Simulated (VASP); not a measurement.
A run of VASP 6.6.1 is set up as follows.

Contents of INCAR:

```
PREC = Accurate ; ENCUT = 600
EDIFF = 1E-7 ; ISMEAR = 0
SIGMA = 0.15 ; LREAL = F
LASPH = T ; NELM = 120
ALGO = Normal ; ISIF = 3
LWAVE = F ; LCHARG = F
GGA = PE ; IBRION = 2
NSW = 36 ; EDIFFG = -0.08
GGA_COMPAT = F ; NELMIN = 4
```

Contents of KPOINTS:

```
regular mesh
0
Gamma
  3 3 3
```

Contents of POSCAR:

```
ZrNb2N3
1.0
    2.1586750500     -4.0259901400      0.0000000000
    2.1586750500      4.0259901400      0.0000000000
    0.0000000000      0.0000000000      4.4940142300
Zr Nb N
1 2 3
Direct
    0.5000000000      0.5000000000      0.5000000000
    0.0000000000      0.5000000000      0.0000000000
    0.5000000000      0.0000000000      0.0000000000
    0.1709287200      0.8290712800      0.5000000000
    0.8290712800      0.1709287200      0.5000000000
    0.5000000000      0.5000000000      0.0000000000
```

Potentials or basis: VASP PAW PBE potentials, release 64 (Zr_sv, Nb_sv, N).

Command:

```console
$ cat potpaw_PBE.64/Zr_sv/POTCAR potpaw_PBE.64/Nb_sv/POTCAR potpaw_PBE.64/N/POTCAR > POTCAR
$ mpirun -np 1 vasp_std > vasp.out
```

(1) What does it give for the relaxed cell?

(2) Predict the relaxed volume.

(3) Predict the band gap on the k mesh.

Answers

(1) a = 4.533 Å, b = 4.533 Å, c = 4.037 Å, α = 90.00°, β = 90.00°, γ = 112.76°.

(2) 12.75 Å³/atom.

(3) zero (an odd number of electrons rules out a gap without spin polarisation).

Caveat: the k points lie up to 0.52 Å⁻¹ apart in the final cell, too coarse for converged energies and pressures of a metal.
